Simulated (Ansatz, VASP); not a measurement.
**One calculation of ReHg2Sb2, two programs**

```xyz
5
Lattice="3.6832 0.0000 0.0000 0.0000 3.6832 0.0000 0.0000 0.0000 9.5265" Properties=species:S:1:pos:R:3 pbc="T T T"
Re    0.0000    0.0000    0.0000
Hg    0.0000    1.8416    4.7633
Hg    1.8416    0.0000    4.7633
Sb    1.8416    1.8416    1.4985
Sb    1.8416    1.8416    8.0280
```

Change from the starting cell: species swapped into the CeMg2Si2 type (P4/mmm, No. 123).

Alike in both runs: functional PBE; k mesh 4 × 4 × 4; occupations gaussian, width 0.1 eV; no spin polarisation.

Ansatz relaxed the structure, and its values are those at the end. VASP's run is a single point on that final structure, the one shown.

|  | VASP | Ansatz |
| --- | --- | --- |
| version | VASP 6.6.1 | Ansatz 0.2.0 |
| potentials or method | VASP PAW PBE potentials, release 64 (Re_sv_GW, Hg_sv_GW, Sb_d_GW), cutoff 560 eV | scalar-relativistic, plane waves, PAW |
| valence electrons in the cell | 85 | 85 |

```tsv
	VASP	Ansatz	Ansatz less VASP
gap on the k mesh at the Fermi level (eV)	none	none	-
pressure (GPa)	-0.1	0.2	+0.22
rms of the force components (eV/Å)	0.003	0.005	+0.0015
```

A gap of «none» marks a metal or a gap that the smearing closes.

The k mesh is coarse, so the values compare programs but aren't converged. Neither program's run includes spin-orbit coupling.
